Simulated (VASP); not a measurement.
# WC3 (P6mm) in VASP: notebook

Runs on WC3. Level: PBE. Tasks: single point, relaxation of cell and atoms.

All numbers are computed with VASP 6.6.1; they aren't measurements. Logs are shortened: lines on timing, memory, paths and dates and some standing lists are left out, and cuts for length are marked.

**1. The cell of the first run**

It takes space group P6mm (No. 183, hexagonal). Conventional cell: a = 2.543 Å, b = 2.543 Å, c = 10.134 Å, α = 90.00°, β = 90.00°, γ = 120.00°. Within 2.7 Å of W (site symmetry 6mm) lie 1 C at 2.07 Å and 6 W at 2.54 Å. C (site symmetry 6mm) has 1 W at 2.07 Å and 6 C at 2.54 Å within 2.7 Å. C (site symmetry 3m) has 3 C at 1.47 Å within 2.0 Å.

The cell was built from a structure type or drawn by symmetry, and may not be a known phase.

**2. Single point, PBE**

The input, INCAR:

```
  ALGO = Normal
  EDIFF = 1E-6
  ENCUT = 520
  GGA = PE
  ISIF = 2
  ISMEAR = 0
  LASPH = True
  LCHARG = True
  LELF = True
  LREAL = False
  LVHAR = True
  LWAVE = False
  NBANDS = 21
  NELM = 100
  PREC = Accurate
  SIGMA = 0.1
```

The input, KPOINTS:

```
k-points
0
Gamma
  6 6 4
```

The input, POSCAR:

```
WC3
1.0
    2.5433957733     -0.0000000025      0.0000000000
   -1.2716978845      2.2026453528      0.0000000000
    0.0000000000      0.0000000000     10.1344515454
W C
1 3
Direct
    0.0000000000      0.0000000000      0.5063739466
    0.0000000000      0.0000000000      0.3021358789
    0.3333333333      0.6666666667      0.9663894872
    0.6666666667      0.3333333333      0.9663894872
```

Potentials or basis: VASP PAW PBE potentials, release 64 (W_sv, C).

On the command line:

```sh
$ cat potpaw_PBE.64/W_sv/POTCAR potpaw_PBE.64/C/POTCAR > POTCAR
$ mpirun -np 1 vasp_std > vasp.out
```

OUTCAR:

```text
EDIFF = 1E-6
   ENCUT = 520
   GGA = PE
   ISIF = 2
   ISMEAR = 0
   LASPH = True
   LREAL = False
   NELM = 100
   PREC = Accurate

 ion  position               nearest neighbor table
   1  0.000  0.000  0.506-   2 2.07
   2  0.000  0.000  0.302-   1 2.07
   3  0.333  0.667  0.966-   4 1.47   4 1.47   4 1.47
   4  0.667  0.333  0.966-   3 1.47   3 1.47   3 1.47

  LATTYP: Found a hexagonal cell.
 ALAT       =     2.5433957733
 C/A-ratio  =     3.9846144480

  Lattice vectors:

 A1 = (   2.5433957733,  -0.0000000025,   0.0000000000)
 A2 = (  -1.2716978845,   2.2026453528,   0.0000000000)
 A3 = (   0.0000000000,   0.0000000000,  10.1344515454)

Analysis of symmetry for initial positions (statically):
=====================================================================
 Subroutine PRICEL returns:
 Original cell was already a primitive cell.

 Routine SETGRP: Setting up the symmetry group for a
 hexagonal supercell.

 Subroutine GETGRP returns: Found 12 space group operations
 (whereof 12 operations were pure point group operations)
 out of a pool of 24 trial point group operations.

The static configuration has the point symmetry C_6v.

Analysis of symmetry for dynamics (positions and initial velocities):
=====================================================================
 Subroutine PRICEL returns:
 Original cell was already a primitive cell.

 Routine SETGRP: Setting up the symmetry group for a
 hexagonal supercell.

 Subroutine GETGRP returns: Found 12 space group operations
 (whereof 12 operations were pure point group operations)
 out of a pool of 24 trial point group operations.

The dynamic configuration has the point symmetry C_6v.

 Subroutine INISYM returns: Found 12 space group operations
 (whereof 12 operations are pure point group operations),
 and found     1 'primitive' translations

----------------------------------------------------------------------------------------

                                     Primitive cell

  volume of cell :      56.7752

  direct lattice vectors                    reciprocal lattice vectors
     2.543395773 -0.000000003  0.000000000     0.393175144  0.226999775  0.000000000
    -1.271697884  2.202645353  0.000000000     0.000000000  0.453999551  0.000000000
     0.000000000  0.000000000 10.134451545     0.000000000  0.000000000  0.098673322

[... 81 lines left out ...]
   ENCUT  =  520.0 eV  38.22 Ry    6.18 a.u.   4.73  4.73 18.84*2*pi/ulx,y,z
   NELM   =    100;   NELMIN=  2; NELMDL= -5     # of ELM steps
   EDIFF  = 0.1E-05   stopping-criterion for ELM
   LREAL  =      F    real-space projection
   EDIFFG = 0.1E-04   stopping-criterion for IOM
   NSW    =      0    number of steps for IOM
   IBRION =     -1    ionic relax: 0-MD 1-quasi-New 2-CG
   NFREE  =      0    steps in history (QN), initial steepest desc. (CG)
   ISIF   =      2    stress and relaxation
   ISYM   =      2    0-nonsym 1-usesym 2-fastsym
   POTIM  = 0.5000    time-step for ionic-motion
   TEBEG  =    0.0;   TEEND  =   0.0 temperature during run
   PSTRESS=    0.0 pullay stress
   NELECT =      26.0000    total number of electrons
   NUPDOWN=      -1.0000    fix difference up-down
   EMIN   =  10.00;   EMAX   =-10.00  energy-range for DOS
   EFERMI =   0.00;   METHOD = LEGACY
   ISMEAR =     0;   SIGMA  =   0.10  broadening in eV -4-tet -1-fermi 0-gaus
   EFERMI_NEDOS =   21; number of points for ismear=-14 and -15
   IALGO  =     38    algorithm
   IMIX   =      4    mixing-type and parameters
     AMIX     =   0.40;   BMIX     =  1.00
     AMIX_MAG =   1.60;   BMIX_MAG =  1.00
  volume/ion in A,a.u.               =      14.19        95.78
  Fermi-wavevector in a.u.,A,eV,Ry     =   1.261865  2.384580 21.664614  1.592304
  Thomas-Fermi vector in A             =   2.395303
   LORBIT       =      0    0 simple, 1 ext, 2 COOP (PROOUT), +10 PAW based schemes
   GGA     = PE    functional components
   LHFCALC =     F    Hartree Fock is set to
   AEXX    =    0.0000 exact exchange contribution
   IVDW    =     0    specifies the selected vdW correction
   LEPSILON=     F    determine dielectric tensor
   LRPA    =     F    only Hartree local field effects (RPA)
 non-spin polarized calculation
 Gauss-broadening in eV      SIGMA  =   0.10
  energy-cutoff  :      520.00
  volume of cell :       56.78
 maximum number of plane-waves:      1550
 NGX is ok and might be reduce to    20
   NGX =  9   NGY =  9   NGZ = 37

 number of electron      26.0000000 magnetization

 Free energy of the ion-electron system (eV)
  ---------------------------------------------------
  ext. energy  EPLUGINS =         0.00000000
  ---------------------------------------------------
  free energy    TOTEN  =       -33.95231155 eV

  energy without entropy =      -33.93775456  energy(sigma->0) =      -33.94503306

 E-fermi :   3.6631     XC(G=0):  -9.9263

 val. band max:        3.5637970861   @ k =   0.0000   0.0000   0.5000
 cond. band min:       3.7313675778   @ k =   0.3333   0.3333   0.0000
 fundamental gap:      0.1675704917
 Fermi energy:         3.6630724012

 k-point     1 :       0.0000    0.0000    0.0000
  band No.  band energies     occupation
      1     -69.8761      2.00000
      2     -34.2570      2.00000
      3     -32.9258      2.00000
      4     -32.9258      2.00000
      5     -15.0925      2.00000
      6      -8.2319      2.00000
[... 493 lines left out ...]
     20      15.1022      0.00000
     21      15.1022      0.00000

------------------------ aborting loop because EDIFF is reached ----------------------------------------

  FORCE on cell =-STRESS in cart. coord.  units (eV):
  Direction    XX          YY          ZZ          XY          YZ          ZX
  --------------------------------------------------------------------------------------
  -------------------------------------------------------------------------------------
  Total        0.3121096      0.3121096      0.1141414     -0.0000000      0.0000000      0.0000000
  in kB        8.8076287      8.8076287      3.2210319     -0.0000000      0.0000000      0.0000000
  external PRESSURE =       6.9454298 kB  Pullay stress =       0.0000000 kB

 VOLUME and BASIS-vectors are now :
 -----------------------------------------------------------------------------
  energy-cutoff  :      520.00
  volume of cell :       56.78
      direct lattice vectors                 reciprocal lattice vectors
     2.543395773 -0.000000003  0.000000000     0.393175144  0.226999775  0.000000000
    -1.271697884  2.202645353  0.000000000     0.000000000  0.453999551  0.000000000
     0.000000000  0.000000000 10.134451545     0.000000000  0.000000000  0.098673322

 POSITION                                       TOTAL-FORCE (eV/Angst)
 -----------------------------------------------------------------------------------
      0.00000      0.00000      5.13182        -0.000000      0.000000      0.043439
      0.00000      0.00000      3.06198         0.000000     -0.000000     -0.040800
      0.00000      1.46843      9.79383         0.000000     -0.000000     -0.001319
      1.27170      0.73422      9.79383        -0.000000     -0.000000     -0.001319
 -----------------------------------------------------------------------------------
    total drift:                               -0.000000     -0.000000      0.000463

  FREE ENERGIE OF THE ION-ELECTRON SYSTEM (eV)
  ---------------------------------------------------
  free  energy   TOTEN  =       -33.9523115539 eV

  energy  without entropy=      -33.9377545642  energy(sigma->0) =      -33.94503306
```

OSZICAR:

```text
N       E                     dE             d eps       ncg     rms          rms(c)
DAV:   1     0.201128682743E+03    0.20113E+03   -0.14793E+04   922   0.122E+03
DAV:   2    -0.253228562602E+02   -0.22645E+03   -0.21913E+03  1016   0.342E+02
DAV:   3    -0.353561409449E+02   -0.10033E+02   -0.98699E+01  1098   0.691E+01
DAV:   4    -0.355329696850E+02   -0.17683E+00   -0.17641E+00  1063   0.978E+00
DAV:   5    -0.355367408146E+02   -0.37711E-02   -0.37697E-02  1091   0.143E+00    0.247E+01
DAV:   6    -0.349406420356E+02    0.59610E+00   -0.91383E+00  1085   0.131E+01    0.120E+01
DAV:   7    -0.354794850972E+02   -0.53884E+00   -0.24558E+01  1090   0.131E+01    0.101E+01
DAV:   8    -0.340000269511E+02    0.14795E+01   -0.81791E+00  1096   0.976E+00    0.206E+00
DAV:   9    -0.339607567423E+02    0.39270E-01   -0.23865E-01   932   0.268E+00    0.839E-01
DAV:  10    -0.339516137447E+02    0.91430E-02   -0.50844E-02  1036   0.101E+00    0.353E-01
DAV:  11    -0.339521287827E+02   -0.51504E-03   -0.58621E-03   985   0.558E-01    0.188E-01
DAV:  12    -0.339522606686E+02   -0.13189E-03   -0.30070E-04  1025   0.107E-01    0.404E-02
DAV:  13    -0.339523391525E+02   -0.78484E-04   -0.10153E-04  1012   0.607E-02    0.355E-02
DAV:  14    -0.339523096218E+02    0.29531E-04   -0.54322E-05   982   0.365E-02    0.105E-02
DAV:  15    -0.339523115620E+02   -0.19402E-05   -0.13695E-05   991   0.186E-02    0.658E-03
DAV:  16    -0.339523115539E+02    0.81313E-08   -0.24261E-06   802   0.775E-03
   1 F= -.33952312E+02 E0= -.33945033E+02  d E =-.145570E-01
```

Run time: 27 s. Hardware: 1 thread of Intel Xeon 8259CL, shared host; peak memory 0.18 GiB.

What came out:

* Free energy: -33.9523 eV
* Pressure: 0.7 GPa
* Largest force: 0.043 eV/Å
* Band gap on the k mesh: zero (bands 13 and 14 overlap by 0.24 eV)

Forces in eV/Å, atoms in the order of the input:
```
W    0.000  0.000  0.043
C    0.000  0.000 -0.041
C    0.000  0.000 -0.001
C    0.000  0.000 -0.001
```

Caveat: the k points lie up to 0.48 Å⁻¹ apart; spin-orbit coupling is left out, which moves the levels of the heavy elements.

(Part 1 of 2 ends here.)
